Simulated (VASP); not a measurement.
# Cu12O in VASP: a series of runs

Runs on Cu12O. Level: PBE. Tasks: single point.

Everything below comes from runs of VASP 6.6.1. Logs are shortened: lines on timing, memory, paths and dates and some standing lists are left out, and cuts for length are marked.

## 1. The cell of the first run

The cell holds a slab with vacuum, 13 atoms: a = 5.133 Å, b = 5.133 Å, c = 19.624 Å, α = 90.00°, β = 90.00°, γ = 120.00°.

## 2. Single point, PBE

Input file INCAR:

```
SYSTEM = Cu12O
PREC     = Accurate       ! precision mode
ENCUT    = 520            ! plane-wave cutoff, eV
EDIFF    = 1E-6           ! SCF threshold, eV
ISMEAR   = 0              ! smearing method
SIGMA    = 0.1            ! smearing width, eV
LREAL    = .FALSE.        ! projectors in reciprocal space
LASPH    = .TRUE.         ! aspherical terms in the spheres
NELM     = 60             ! most SCF steps
ALGO     = Normal         ! electronic algorithm
ISIF     = 2              ! what is computed and relaxed
LWAVE    = .FALSE.        ! write WAVECAR
LCHARG   = .FALSE.        ! write CHGCAR
LDIPOL   = .TRUE.       
IDIPOL   = 3            
DIPOL    = 0.5 0.5 0.324
GGA      = PE             ! functional
NBANDS   = 81             ! bands
```

Input file KPOINTS:

```
Automatic mesh
0
G
  6 6 1
  0 0 0
```

Input file POSCAR:

```
Cu12O
1.0
    5.1332392722      0.0000000000      0.0000000000
   -2.5666196361      4.4455156134      0.0000000000
    0.0000000000      0.0000000000     19.6236279128
Cu O
12 1
Direct
    0.3333333333      0.1666666667      0.2038359073
    0.3333333333      0.6666666667      0.2038359073
    0.8333333333      0.1666666667      0.2038359073
    0.8333333333      0.6666666667      0.2038359073
    0.1666666667      0.3333333333      0.3089002473
    0.1666666667      0.8333333333      0.3089002473
    0.6666666667      0.3333333333      0.3089002473
    0.6666666667      0.8333333333      0.3089002473
    0.0000000000      0.0000000000      0.4139717665
    0.0000000000      0.5000000000      0.4139717665
    0.5000000000      0.0000000000      0.4139717665
    0.5000000000      0.5000000000      0.4139717665
    0.0000000000      0.0000000000      0.5014647063
```

Potentials or basis: VASP PAW PBE potentials, release 64 (Cu, O).

Launch:

```
> cat potpaw_PBE.64/Cu/POTCAR potpaw_PBE.64/O/POTCAR > POTCAR
> mpirun -np 1 vasp_std > vasp.out
```

OUTCAR:

```text
SYSTEM = Cu12O
   PREC = Accurate
   ENCUT = 520
   EDIFF = 1E-6
   ISMEAR = 0
   LREAL = .FALSE.
   LASPH = .TRUE.
   NELM = 60
   ISIF = 2
   GGA = PE

 ion  position               nearest neighbor table
   1  0.333  0.167  0.204-   5 2.54   6 2.54   7 2.54   4 2.57   2 2.57   2 2.57   4 2.57   3 2.57
                             3 2.57
   2  0.333  0.667  0.204-   6 2.54   5 2.54   8 2.54   3 2.57   1 2.57   1 2.57   3 2.57   4 2.57
                             4 2.57
   3  0.833  0.167  0.204-   7 2.54   8 2.54   5 2.54   4 2.57   2 2.57   4 2.57   2 2.57   1 2.57
                             1 2.57
   4  0.833  0.667  0.204-   8 2.54   7 2.54   6 2.54   3 2.57   1 2.57   3 2.57   1 2.57   2 2.57
                             2 2.57
   5  0.167  0.333  0.309-   1 2.54   2 2.54   3 2.54   9 2.54  12 2.54  10 2.54   8 2.57   6 2.57
                             6 2.57   8 2.57   7 2.57   7 2.57
   6  0.167  0.833  0.309-   2 2.54   1 2.54   4 2.54  10 2.54  11 2.54   9 2.54   7 2.57   5 2.57
                             5 2.57   7 2.57   8 2.57   8 2.57
   7  0.667  0.333  0.309-   3 2.54   4 2.54   1 2.54  11 2.54  10 2.54  12 2.54   8 2.57   6 2.57
                             8 2.57   6 2.57   5 2.57   5 2.57
   8  0.667  0.833  0.309-   4 2.54   3 2.54   2 2.54  12 2.54   9 2.54  11 2.54   7 2.57   5 2.57
                             7 2.57   5 2.57   6 2.57   6 2.57
   9  0.000  0.000  0.414-  13 1.72   5 2.54   8 2.54   6 2.54  12 2.57  10 2.57  10 2.57  12 2.57
                            11 2.57  11 2.57
  10  0.000  0.500  0.414-   6 2.54   7 2.54   5 2.54   9 2.57  11 2.57   9 2.57  11 2.57  12 2.57
                            12 2.57
  11  0.500  0.000  0.414-   7 2.54   6 2.54   8 2.54  10 2.57  12 2.57  12 2.57  10 2.57   9 2.57
                             9 2.57
  12  0.500  0.500  0.414-   8 2.54   5 2.54   7 2.54   9 2.57  11 2.57  11 2.57   9 2.57  10 2.57
                            10 2.57
  13  0.000  0.000  0.501-   9 1.72

  LATTYP: Found a hexagonal cell.
 ALAT       =     5.1332392722
 C/A-ratio  =     3.8228547068

  Lattice vectors:

 A1 = (   5.1332392722,   0.0000000000,   0.0000000000)
 A2 = (  -2.5666196361,   4.4455156134,   0.0000000000)
 A3 = (   0.0000000000,   0.0000000000,  19.6236279128)

Analysis of symmetry for initial positions (statically):
=====================================================================
 Subroutine PRICEL returns:
 Original cell was already a primitive cell.

 Routine SETGRP: Setting up the symmetry group for a
 hexagonal supercell.

 Subroutine GETGRP returns: Found  6 space group operations
 (whereof  6 operations were pure point group operations)
 out of a pool of 24 trial point group operations.

The static configuration has the point symmetry C_3v.

Analysis of symmetry for dynamics (positions and initial velocities):
=====================================================================
 Subroutine PRICEL returns:
[... 142 lines left out ...]
   LEPSILON=     F    determine dielectric tensor
   LRPA    =     F    only Hartree local field effects (RPA)
 non-spin polarized calculation
 Gauss-broadening in eV      SIGMA  =   0.10
  energy-cutoff  :      520.00
  volume of cell :      447.81
 maximum number of plane-waves:     12133
 NGX is ok and might be reduce to    40
   NGX = 19   NGY = 19   NGZ = 73

 dipolmoment           0.000000      0.000000     -0.471755 electrons x Angstroem

 number of electron     138.0000021 magnetization

 dipolmoment           0.000000      0.000000      0.279082 electrons x Angstroem

 Free energy of the ion-electron system (eV)
  ---------------------------------------------------
  ext. energy  EPLUGINS =         0.00000000
  ---------------------------------------------------
  free energy    TOTEN  =       -45.63458597 eV

  energy without entropy =      -45.58264371  energy(sigma->0) =      -45.60861484

 E-fermi :  -1.3562     XC(G=0):  -5.1411

 val. band max:       -1.3657278438   @ k =   0.1667  -0.0000   0.0000
 cond. band min:      -1.3187100102   @ k =   0.0000   0.0000   0.0000
 fundamental gap:      0.0470178336
 Fermi energy:        -1.3561793593

 k-point     1 :       0.0000    0.0000    0.0000
  band No.  band energies     occupation
      1     -18.0693      2.00000
      2      -9.9640      2.00000
      3      -7.9241      2.00000
      4      -6.5066      2.00000
      5      -6.1495      2.00000
      6      -6.1348      2.00000
[... 577 lines left out ...]
     80       3.6412      0.00000
     81       4.8148      0.00000

------------------------ aborting loop because EDIFF is reached ----------------------------------------

 vacuum level on the upper side and lower side of the slab       (xc-potential included)         1.063        -1.155

  FORCE on cell =-STRESS in cart. coord.  units (eV):
  Direction    XX          YY          ZZ          XY          YZ          ZX
  --------------------------------------------------------------------------------------
  -------------------------------------------------------------------------------------
  Total       -3.2264403     -3.2264403      1.3213486      0.0000000      0.0000000      0.0000000
  in kB      -11.5436001    -11.5436001      4.7275380      0.0000000      0.0000000      0.0000000
  external PRESSURE =      -6.1198874 kB  Pullay stress =       0.0000000 kB

 VOLUME and BASIS-vectors are now :
 -----------------------------------------------------------------------------
  energy-cutoff  :      520.00
  volume of cell :      447.81
      direct lattice vectors                 reciprocal lattice vectors
     5.133239272  0.000000000  0.000000000     0.194808764  0.112472893  0.000000000
    -2.566619636  4.445515613  0.000000000     0.000000000  0.224945785  0.000000000
     0.000000000  0.000000000 19.623627913     0.000000000  0.000000000  0.050958977

 POSITION                                       TOTAL-FORCE (eV/Angst)
 -----------------------------------------------------------------------------------
      1.28331      0.74092      4.00000        -0.003633     -0.002097     -0.088549
     -0.00000      2.96368      4.00000         0.000000     -0.000000     -0.092986
      3.84993      0.74092      4.00000         0.003633     -0.002097     -0.088549
      2.56662      2.96368      4.00000         0.000000      0.004195     -0.088549
      0.00000      1.48184      6.06174         0.000000     -0.002898      0.034430
     -1.28331      3.70460      6.06174        -0.002510      0.001449      0.034430
      2.56662      1.48184      6.06174         0.000000     -0.000000      0.063663
      1.28331      3.70460      6.06174         0.002510      0.001449      0.034430
      0.00000      0.00000      8.12363         0.000000     -0.000000     -0.386970
     -1.28331      2.22276      8.12363         0.015684      0.009055      0.135117
      2.56662      0.00000      8.12363         0.000000     -0.018111      0.135117
      1.28331      2.22276      8.12363        -0.015684      0.009055      0.135117
      0.00000      0.00000      9.84056         0.000000     -0.000000      0.173297
 -----------------------------------------------------------------------------------
    total drift:                                0.000001      0.000001     -0.007021

  FREE ENERGIE OF THE ION-ELECTRON SYSTEM (eV)
  ---------------------------------------------------
  free  energy   TOTEN  =       -45.6345859740 eV

  energy  without entropy=      -45.5826437053  energy(sigma->0) =      -45.60861484

 vacuum level on the upper side and lower side of the slab         5.586         3.371
```

stdout:

```text
POSCAR found type information on POSCAR CuO
 POSCAR found :  2 types and      13 ions
 scaLAPACK will be used
 LDA part: xc-table for (Slater+PW92), standard interpolation
 POSCAR, INCAR and KPOINTS ok, starting setup
 FFT: planning ... GRIDC
 FFT: planning ... GRID_SOFT
 FFT: planning ... GRID
 WAVECAR not read
 entering main loop
```

It took 13 min on 1 thread of Intel Xeon Platinum 8488C (Sapphire Rapids), shared host; peak memory 0.62 GiB.

Results:

| Quantity | Value |
| --- | --- |
| Free energy | -45.6346 eV |
| Largest force | 0.387 eV/Å |
| Band gap on the k mesh | zero (bands 69 and 70 overlap by 0.65 eV) |

Forces on the atoms (eV/Å):
```
Cu  -0.004 -0.002 -0.089
Cu   0.000  0.000 -0.093
Cu   0.004 -0.002 -0.089
Cu   0.000  0.004 -0.089
Cu   0.000 -0.003  0.034
Cu  -0.003  0.001  0.034
Cu   0.000  0.000  0.064
Cu   0.003  0.001  0.034
Cu   0.000  0.000 -0.387
Cu   0.016  0.009  0.135
Cu   0.000 -0.018  0.135
Cu  -0.016  0.009  0.135
O    0.000  0.000  0.173
```

## 3. Single point, PBE

Input file INCAR:

```
SYSTEM = Cu12O
PREC = Accurate
ENCUT = 520
EDIFF = 1E-6
ISMEAR = 0
SIGMA = 0.1
LREAL = .False.
LASPH = .True.
NELM = 80
ALGO = Normal
ISIF = 2
LWAVE = .False.
LCHARG = .False.
LDIPOL = .True.
IDIPOL = 3
DIPOL = 0.5 0.5 0.322
GGA = PE
NBANDS = 81
```

Input file KPOINTS:

```
Automatic mesh
0
Gamma
  6 6 1
  0 0 0
```

Edit POSCAR of step 2 so:

```diff
@@ -20,2 +20,2 @@
     0.5000000000      0.5000000000      0.4139717665
-    0.0000000000      0.0000000000      0.5014647063
+    0.1666666667      0.3333333333      0.4738311114
```

Potentials or basis: VASP PAW PBE potentials, release 64 (Cu, O).

Launch:

```
> cat potpaw_PBE.64/Cu/POTCAR potpaw_PBE.64/O/POTCAR > POTCAR
> mpirun -np 1 vasp_std > vasp.out
```

Wall time 11 min (1 thread of Intel Xeon Platinum 8488C (Sapphire Rapids), shared host); peak memory 0.63 GiB.

The run converged. Its results:

```
Free energy            : -47.3283 eV
Largest force          : 0.606 eV/Å
Band gap on the k mesh : zero (bands 69 and 70 overlap by 0.07 eV)
```

Forces on the atoms (eV/Å):
```
Cu   0.017 -0.010 -0.041
Cu   0.000  0.020 -0.041
Cu  -0.017 -0.010 -0.041
Cu   0.000  0.000 -0.166
Cu   0.000  0.000 -0.401
Cu  -0.057 -0.033  0.047
Cu   0.000  0.066  0.047
Cu   0.057 -0.033  0.047
Cu   0.000 -0.569  0.210
Cu  -0.493  0.284  0.210
Cu   0.000  0.000 -0.224
Cu   0.493  0.284  0.210
O    0.000  0.000  0.145
```

Levels at points of the mesh, in eV from the Fermi level:
| k point | band 67 | band 68 | band 69 | band 70 | band 71 | band 72 |
| --- | --- | --- | --- | --- | --- | --- |
| (0.00, 0.00, 0.00) | -1.03 | 0.05 | 0.05 | 0.24 | 0.59 | 1.20 |
| (0.50, 0.00, 0.00) | -1.03 | -0.47 | 0.01 | 0.05 | 0.72 | 1.01 |

With open d or f shells a metallic result of PBE can be an artefact of self-interaction; +U or a hybrid may open a gap.

## 4. Single point, PBE

Input file INCAR:

```
ALGO     = Normal         # electronic algorithm
DIPOL    = 0.5 0.5 0.322
EDIFF    = 1E-7           # SCF threshold, eV
ENCUT    = 520            # plane-wave cutoff, eV
GGA      = PE             # functional
IDIPOL   = 3            
ISIF     = 2              # what is computed and relaxed
ISMEAR   = 0              # smearing method
LASPH    = True           # aspherical terms in the spheres
LCHARG   = False          # write CHGCAR
LDIPOL   = True         
LREAL    = False          # projectors in reciprocal space
LWAVE    = False          # write WAVECAR
NBANDS   = 81             # bands
NELM     = 60             # most SCF steps
PREC     = Accurate       # precision mode
SIGMA    = 0.1            # smearing width, eV
```

Input file KPOINTS:

```
k-points
0
Gamma
  6 6 1
```

Edit POSCAR of step 3 so:

```diff
@@ -20,2 +20,2 @@
     0.5000000000      0.5000000000      0.4139717665
-    0.1666666667      0.3333333333      0.4738311114
+    0.3333333333      0.1666666667      0.4730908990
```

Potentials or basis: VASP PAW PBE potentials, release 64 (Cu, O).

Launch:

```
> cat potpaw_PBE.64/Cu/POTCAR potpaw_PBE.64/O/POTCAR > POTCAR
> mpirun -np 1 vasp_std > vasp.out
```

OUTCAR:

```text
EDIFF = 1E-7
   ENCUT = 520
   GGA = PE
   ISIF = 2
   ISMEAR = 0
   LASPH = True
   LREAL = False
   NELM = 60
   PREC = Accurate

 ion  position               nearest neighbor table
   1  0.333  0.167  0.204-   5 2.54   6 2.54   7 2.54   4 2.57   2 2.57   2 2.57   4 2.57   3 2.57
                             3 2.57
   2  0.333  0.667  0.204-   6 2.54   5 2.54   8 2.54   3 2.57   1 2.57   1 2.57   3 2.57   4 2.57
                             4 2.57
   3  0.833  0.167  0.204-   7 2.54   8 2.54   5 2.54   4 2.57   2 2.57   4 2.57   2 2.57   1 2.57
                             1 2.57
   4  0.833  0.667  0.204-   8 2.54   7 2.54   6 2.54   3 2.57   1 2.57   3 2.57   1 2.57   2 2.57
                             2 2.57
[... 826 lines left out ...]
    -2.566619636  4.445515613  0.000000000     0.000000000  0.224945785  0.000000000
     0.000000000  0.000000000 19.623627913     0.000000000  0.000000000  0.050958977

 POSITION                                       TOTAL-FORCE (eV/Angst)
 -----------------------------------------------------------------------------------
      1.28331      0.74092      4.00000        -0.000000      0.000000      0.040722
     -0.00000      2.96368      4.00000        -0.022898     -0.013220     -0.110004
      3.84993      0.74092      4.00000        -0.000000      0.026441     -0.110004
      2.56662      2.96368      4.00000         0.022898     -0.013220     -0.110004
      0.00000      1.48184      6.06174        -0.068578      0.039594     -0.114179
     -1.28331      3.70460      6.06174        -0.000000     -0.079187     -0.114179
      2.56662      1.48184      6.06174         0.068578      0.039594     -0.114179
      1.28331      3.70460      6.06174        -0.000000      0.000000      0.284535
      0.00000      0.00000      8.12363        -0.645935     -0.372931      0.168172
     -1.28331      2.22276      8.12363        -0.000000      0.000000     -0.313697
      2.56662      0.00000      8.12363         0.645935     -0.372931      0.168172
      1.28331      2.22276      8.12363        -0.000000      0.745862      0.168172
      1.28331      0.74092      9.28376        -0.000000      0.000000      0.156473
 -----------------------------------------------------------------------------------
    total drift:                               -0.000000      0.000002     -0.005583

  FREE ENERGIE OF THE ION-ELECTRON SYSTEM (eV)
  ---------------------------------------------------
  free  energy   TOTEN  =       -47.4266679968 eV

  energy  without entropy=      -47.3788523840  energy(sigma->0) =      -47.40276019

 vacuum level on the upper side and lower side of the slab         4.714         3.786
```

Wall time 11 min (1 thread of Intel Xeon Platinum 8488C (Sapphire Rapids), shared host); peak memory 0.63 GiB.

Results:

| Quantity | Value |
| --- | --- |
| Free energy | -47.4267 eV |
| Largest force | 0.765 eV/Å |
| Band gap on the k mesh | zero (bands 69 and 70 overlap by 0.19 eV) |

Forces in eV/Å, atoms in the order of the input:
```
Cu   0.000  0.000  0.041
Cu  -0.023 -0.013 -0.110
Cu   0.000  0.026 -0.110
Cu   0.023 -0.013 -0.110
Cu  -0.069  0.040 -0.114
Cu   0.000 -0.079 -0.114
Cu   0.069  0.040 -0.114
Cu   0.000  0.000  0.285
Cu  -0.646 -0.373  0.168
Cu   0.000  0.000 -0.314
Cu   0.646 -0.373  0.168
Cu   0.000  0.746  0.168
O    0.000  0.000  0.156
```

With open d or f shells a metallic result of PBE can be an artefact of self-interaction; +U or a hybrid may open a gap.

## 5. The runs side by side

| cell | gap on the mesh (eV) | largest force (eV/Å) |
| --- | --- | --- |
| as given, atomic positions A | none | 0.39 |
| as given, atomic positions B | none | 0.61 |
| as given, atomic positions C | none | 0.76 |

Alike in all rows: task single point; level PBE; potentials or basis VASP PAW PBE potentials, release 64 (Cu, O); no spin polarisation; k mesh 6 × 6 × 1; cutoff (eV) 520; smearing gaussian 0.1 eV.

Absolute energies hang on the potentials; compare differences alone.

The gap in the log of VASP goes by the Fermi energy; the results here count the filled bands.